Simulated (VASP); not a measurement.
Write the native input for VASP 6.6.1 that does the following.

```yaml
Task: relaxation of cell and atoms
Functional: PBE
Potentials_or_basis: VASP PAW PBE potentials, release 64 (Ga_d, As)
Cutoff: 600 eV
k_mesh: 16 × 16 × 16
Occupations: gaussian, width 0.02 eV
Spin: no spin polarisation
Dipole_correction: no
Further_INCAR_settings: ALGO = Normal; EDIFF = 1e-06; IBRION = 2; EDIFFG = -0.005; NSW = 80; ISIF = 3
```

The structure of GaAs lies in POSCAR:

```
GaAs
1.0
    0.0000000000      2.8750000000      2.8750000000
    2.8750000000      0.0000000000      2.8750000000
    2.8750000000      2.8750000000      0.0000000000
Ga As
1 1
Direct
    0.0000000000      0.0000000000      0.0000000000
    0.2500000000      0.2500000000      0.2500000000
```

These files were run (other wordings do the same):

INCAR

```
PREC = Accurate ; ENCUT = 600
EDIFF = 1E-6 ; ISMEAR = 0
SIGMA = 0.02 ; LREAL = F
LASPH = T ; NELM = 80
ALGO = Normal ; ISIF = 3
LWAVE = F ; LCHARG = F
GGA = PE ; IBRION = 2
NSW = 80 ; EDIFFG = -0.005
```

KPOINTS

```
Automatic mesh
0
Gamma
  16 16 16
```

Potentials or basis: VASP PAW PBE potentials, release 64 (Ga_d, As).

The run is started by

```bash
$ cat potpaw_PBE.64/Ga_d/POTCAR potpaw_PBE.64/As/POTCAR > POTCAR
$ mpirun -np 1 vasp_std > vasp.out
```

It gave:

```yaml
Pressure_after_relaxing: 0.0 GPa
Band_gap_on_the_k_mesh: 0.15 eV
```

Caveat: the relaxation stopped at its first step, so nothing moved.

Wall time 67 s on 1 thread of Intel(R) Xeon(R) Platinum 8488C (Sapphire Rapids) (shared host), peak memory 0.26 GiB.
